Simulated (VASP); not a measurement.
# SiC (Cmc2_1) in VASP: further runs, part 2 of 2

VASP 6.6.1. Earlier steps stand in the parts before.

### 3 Single point, PBE (10.97 Å³/atom)

This run uses another cell than the first one, of 10.97 Å³/atom.

INCAR

```
ALGO = Normal ; EDIFF = 1E-6
ENCUT = 600 ; GGA = PE
GGA_COMPAT = F ; ISIF = 2
ISMEAR = -1 ; LASPH = T
LCHARG = T ; LELF = T
LREAL = F ; LVHAR = T
LWAVE = F ; NBANDS = 36
NELM = 120 ; PREC = Accurate
SIGMA = 0.02
```

KPOINTS

```
k-points
0
Gamma
  16 16 3
```

POSCAR

```
SiC
1.0
    1.5690821724     -2.7198172038      0.0000000000
    1.5690821724      2.7198172038      0.0000000000
    0.0000000000      0.0000000000     15.4184831394
Si C
6 6
Direct
    0.1666621198      0.8333378802      0.8577216710
    0.8333378802      0.1666621198      0.3577216710
    0.5001149755      0.4998850245      0.5245068537
    0.4998850245      0.5001149755      0.0245068537
    0.8334421547      0.1665578453      0.6912250793
    0.1665578453      0.8334421547      0.1912250793
    0.5001801521      0.4998198479      0.6498133104
    0.4998198479      0.5001801521      0.1498133104
    0.1666200546      0.8333799454      0.9826819004
    0.8333799454      0.1666200546      0.4826819004
    0.8333970485      0.1666029515      0.8161911851
    0.1666029515      0.8333970485      0.3161911851
```

Potentials or basis: VASP PAW PBE potentials, release 64 (Si, C).

On the command line:

```sh
cat potpaw_PBE.64/Si/POTCAR potpaw_PBE.64/C/POTCAR > POTCAR
mpirun -np 1 vasp_std > vasp.out
```

OUTCAR:

```text
EDIFF = 1E-6
   ENCUT = 600
   GGA = PE
   ISIF = 2
   ISMEAR = -1
   LASPH = T
   LREAL = F
   NELM = 120
   PREC = Accurate

 ion  position               nearest neighbor table
   1  0.167  0.833  0.858-  11 1.92  11 1.92  11 1.92   9 1.93   5 3.14   5 3.14   5 3.14   4 3.15
                             4 3.15   4 3.15
   2  0.833  0.167  0.358-  12 1.92  12 1.92  12 1.92  10 1.93   6 3.14   6 3.14   6 3.14   3 3.15
                             3 3.15   3 3.15
   3  0.500  0.500  0.525-  10 1.92  10 1.92  10 1.92   7 1.93   5 3.15   5 3.15   5 3.15   2 3.15
                             2 3.15   2 3.15
   4  0.500  0.500  0.025-   9 1.92   9 1.92   9 1.92   8 1.93   6 3.15   6 3.15   6 3.15   1 3.15
                             1 3.15   1 3.15
   5  0.833  0.167  0.691-   7 1.92   7 1.92   7 1.92  11 1.93   1 3.14   1 3.14   1 3.14   3 3.15
                             3 3.15   3 3.15
   6  0.167  0.833  0.191-   8 1.92   8 1.92   8 1.92  12 1.93   2 3.14   2 3.14   2 3.14   4 3.15
                             4 3.15   4 3.15
   7  0.500  0.500  0.650-   5 1.92   5 1.92   5 1.92   3 1.93
   8  0.500  0.500  0.150-   6 1.92   6 1.92   6 1.92   4 1.93
   9  0.167  0.833  0.983-   4 1.92   4 1.92   4 1.92   1 1.93
  10  0.833  0.167  0.483-   3 1.92   3 1.92   3 1.92   2 1.93
  11  0.833  0.167  0.816-   1 1.92   1 1.92   1 1.92   5 1.93
  12  0.167  0.833  0.316-   2 1.92   2 1.92   2 1.92   6 1.93

  LATTYP: Found a base centered orthorhombic cell.
 ALAT       =     3.1381643448
 B/A-ratio  =     1.7333809864
 C/A-ratio  =     4.9132172332

  Lattice vectors:

 A1 = (   1.5690821724,  -2.7198172038,   0.0000000000)
 A2 = (   1.5690821724,   2.7198172038,   0.0000000000)
 A3 = (   0.0000000000,   0.0000000000,  15.4184831394)

Analysis of symmetry for initial positions (statically):
=====================================================================
 Subroutine PRICEL returns:
 Original cell was already a primitive cell.

 Routine SETGRP: Setting up the symmetry group for a
 base centered orthorhombic supercell.
[... 171 lines left out ...]
   LRPA    =     F    only Hartree local field effects (RPA)
 non-spin polarized calculation
  energy-cutoff  :      600.00
  volume of cell :      131.60
 maximum number of plane-waves:      4420
 NGX is ok and might be reduce to    28
   NGX = 13   NGY = 13   NGZ = 61

 number of electron      47.9999999 magnetization

 Free energy of the ion-electron system (eV)
  ---------------------------------------------------
  ext. energy  EPLUGINS =         0.00000000
  ---------------------------------------------------
  free energy    TOTEN  =       -90.22619039 eV

  energy without entropy =      -90.22619039  energy(sigma->0) =      -90.22619039

 E-fermi :   7.9488     XC(G=0): -11.1017

 val. band max:        7.5148314010   @ k =   0.0000   0.0000   0.0000
 cond. band min:       9.5375152740   @ k =   0.5000  -0.0000   0.3333
 fundamental gap:      2.0226838730
 Fermi energy:         7.9488261211

 k-point     1 :       0.0000    0.0000    0.0000
  band No.  band energies     occupation
      1      -7.4942      2.00000
      2      -6.9963      2.00000
      3      -6.9649      2.00000
      4      -5.5471      2.00000
      5      -5.5212      2.00000
      6      -4.1463      2.00000
[... 925 lines left out ...]
     35      14.4425      0.00000
     36      14.5780      0.00000

 [... further k-points ...]

------------------------ aborting loop because EDIFF is reached ----------------------------------------

  FORCE on cell =-STRESS in cart. coord.  units (eV):
  Direction    XX          YY          ZZ          XY          YZ          ZX
  --------------------------------------------------------------------------------------
  -------------------------------------------------------------------------------------
  Total       -6.9305051     -7.1540710     -7.3055959      0.0000000      0.0000000      0.0000000
  in kB      -84.3759007    -87.0977178    -88.9424685      0.0000000      0.0000000      0.0000000
  external PRESSURE =     -86.8053624 kB  Pullay stress =       0.0000000 kB

 VOLUME and BASIS-vectors are now :
 -----------------------------------------------------------------------------
  energy-cutoff  :      600.00
  volume of cell :      131.60
      direct lattice vectors                 reciprocal lattice vectors
     1.569082172 -2.719817204  0.000000000     0.318657626 -0.183835884  0.000000000
     1.569082172  2.719817204  0.000000000     0.318657626  0.183835884  0.000000000
     0.000000000  0.000000000 15.418483139     0.000000000  0.000000000  0.064857223

 POSITION                                       TOTAL-FORCE (eV/Angst)
 -----------------------------------------------------------------------------------
      1.56908      1.81324     13.22477         0.000000     -0.001025      0.000383
      1.56908     -1.81324      5.51553         0.000000      0.001025      0.000383
      1.56908     -0.00063      8.08710         0.000000      0.000883     -0.018842
      1.56908      0.00063      0.37786         0.000000     -0.000883     -0.018842
      1.56908     -1.81380     10.65764         0.000000     -0.001022      0.002880
      1.56908      1.81380      2.94840         0.000000      0.001022      0.002880
      1.56908     -0.00098     10.01914         0.000000      0.001190      0.011506
      1.56908      0.00098      2.30989         0.000000     -0.001190      0.011506
      1.56908      1.81347     15.15146         0.000000      0.001075      0.002452
      1.56908     -1.81347      7.44222         0.000000     -0.001075      0.002452
      1.56908     -1.81356     12.58443         0.000000      0.000999      0.001622
      1.56908      1.81356      4.87519         0.000000     -0.000999      0.001622
 -----------------------------------------------------------------------------------
    total drift:                               -0.000000     -0.000000      0.000110

  FREE ENERGIE OF THE ION-ELECTRON SYSTEM (eV)
  ---------------------------------------------------
  free  energy   TOTEN  =       -90.2261903874 eV

  energy  without entropy=      -90.2261903874  energy(sigma->0) =      -90.22619039
```

stdout:

```text
POSCAR found type information on POSCAR SiC
 POSCAR found :  2 types and      12 ions
 scaLAPACK will be used
 LDA part: xc-table for (Slater+PW92), standard interpolation
 POSCAR, INCAR and KPOINTS ok, starting setup
 FFT: planning ... GRIDC
 FFT: planning ... GRID_SOFT
 FFT: planning ... GRID
 WAVECAR not read
 entering main loop
```

Run time: 13 min. Hardware: 1 thread of Oxide Virtual Turin-like, shared host; peak memory 0.68 GiB.

What came out:

- Free energy: -90.2262 eV
- Pressure: -8.7 GPa
- Largest force: 0.019 eV/Å
- Band gap on the k mesh: 2.02 eV (least direct gap 3.12 eV)

Forces in eV/Å, atoms in the order of the input:
```
Si   0.000 -0.001  0.000
Si   0.000  0.001  0.000
Si   0.000  0.001 -0.019
Si   0.000 -0.001 -0.019
Si   0.000 -0.001  0.003
Si   0.000  0.001  0.003
C    0.000  0.001  0.012
C    0.000 -0.001  0.012
C    0.000  0.001  0.002
C    0.000 -0.001  0.002
C    0.000  0.001  0.002
C    0.000 -0.001  0.002
```

Stress tensor (GPa, compression positive):
```
-8.44  0.00  0.00
 0.00 -8.71  0.00
 0.00  0.00 -8.89
```

Levels at points of the mesh, in eV from the valence-band top:
```tsv
k point	band 21	band 22	band 23	band 24	band 25	band 26	band 27	band 28
(0.00, 0.00, 0.00)	-0.30	-0.05	-0.01	0.00	4.69	4.86	5.24	5.63
(0.50, 0.00, 0.00)	-1.76	-1.74	-1.62	-1.09	2.03	2.19	3.11	3.77
(0.50, 0.50, 0.00)	-1.75	-1.73	-1.62	-1.08	2.04	2.20	3.12	3.77
```

Caveat: the cell stands under tension. A k mesh can miss the band edges.
